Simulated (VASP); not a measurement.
Here is a VASP 6.6.1 calculation.

File INCAR:

```
ALGO = Normal ; EDIFF = 1E-6
ENCUT = 520 ; GGA = PE
ISIF = 2 ; ISMEAR = 0
IVDW = 12 ; LASPH = True
LCHARG = False ; LREAL = False
LWAVE = False ; NBANDS = 15
NELM = 100 ; PREC = Accurate
SIGMA = 0.05
```

KPOINTS

```
k-points
0
Gamma
  6 6 4
```

The input POSCAR:

```
MgI2
1.0
    4.3198481262      0.0000000000      0.0000000000
   -2.1599240631      3.7410982178      0.0000000000
    0.0000000000      0.0000000000      6.3130400000
Mg I
1 2
Direct
    0.0000000000      0.0000000000      0.0000000000
    0.3333333333      0.6666666667      0.7576300000
    0.6666666667      0.3333333333      0.2423700000
```

Potentials or basis: VASP PAW PBE potentials, release 64 (Mg, I).

Command:

```sh
$ cat potpaw_PBE.64/Mg/POTCAR potpaw_PBE.64/I/POTCAR > POTCAR
$ mpirun -np 1 vasp_std > vasp.out
```

(1) Predict the pressure.

(2) What does it give for the largest force?

(3) Estimate the band gap on the k mesh.

(4) Predict the dispersion energy per atom.

Answers

(1) -0.2 GPa.

(2) 0.300 eV/Å.

(3) 2.89 eV, direct.

(4) -0.309 eV.

Caveat: the cell differs from its parent crystal (strain +0.040 along x and y, -0.080 along z); spin-orbit coupling is left out, which moves the levels of the heavy elements.
